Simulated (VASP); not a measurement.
Set up this calculation in VASP 6.6.1, as the native input.

```
Task                   : single point
Functional             : PBE
Potentials or basis    : VASP PAW PBE potentials, release 64 (Mn_pv, O)
Cutoff                 : 520 eV
k mesh                 : 11 × 11 × 3
Occupations            : fermi-dirac, width 0.05 eV
Spin                   : collinear spin, ferromagnetic start
Starting moments       : [4.0, 4.0, 0.0, 0.0, 0.0, 0.0] μB
Dipole correction      : no
Further INCAR settings : ALGO = Normal; EDIFF = 1e-07; NBANDS = 38
```

The structure of MnO2 lies in POSCAR:

```
MnO2
1.0
    2.8765183032      0.0000000000      0.0000000000
   -1.4382591516      2.4911379251      0.0000000000
    0.0000000000      0.0000000000     11.3130597958
Mn O
2 4
Direct
    0.0000000000      0.0000000000      0.5000000000
    0.0000000000      0.0000000000      0.0000000000
    0.6666666667      0.3333333333      0.4155599330
    0.6666666667      0.3333333333      0.0844400670
    0.3333333333      0.6666666667      0.5844400670
    0.3333333333      0.6666666667      0.9155599330
```

The input as run:

INCAR

```
SYSTEM = MnO2
  PREC = Accurate
  ENCUT = 520
  EDIFF = 1E-7
  ISMEAR = -1
  SIGMA = 0.05
  LREAL = .False.
  LASPH = .True.
  NELM = 150
  ALGO = Normal
  ISIF = 2
  LWAVE = .False.
  LCHARG = .True.
  ISPIN = 2
  MAGMOM = 4 4 0 0 0 0
  LORBIT = 11
  LMAXMIX = 4
  GGA = PE
  LELF = .True.
  LVHAR = .True.
  NBANDS = 38
```

KPOINTS

```
regular mesh
0
Gamma
  11 11 3
  0 0 0
```

Potentials or basis: VASP PAW PBE potentials, release 64 (Mn_pv, O).

Launch:

```console
$ cat potpaw_PBE.64/Mn_pv/POTCAR potpaw_PBE.64/O/POTCAR > POTCAR
$ mpirun -np 1 vasp_std > vasp.out
```

Results of the run:

* Pressure: 0.8 GPa
* Largest force: 0.087 eV/Å
* Band gap on the k mesh: 1.01 eV (least direct gap 1.05 eV)
* Net moment: 6.00 μB per cell
* Site moments: Mn +2.85; O +0.04 μB
* Valence electrons inside the program's atomic spheres: Mn 11.70; O 4.99

Caveat: an odd mesh through Γ misses points on the zone boundary, where band edges can lie; only a ferromagnetic start was run, and an antiferromagnetic order may lie lower in energy.

Run time: 2.7 min on 1 thread of Intel(R) Xeon(R) Platinum 8488C (Sapphire Rapids) (shared host), peak memory 0.32 GiB.
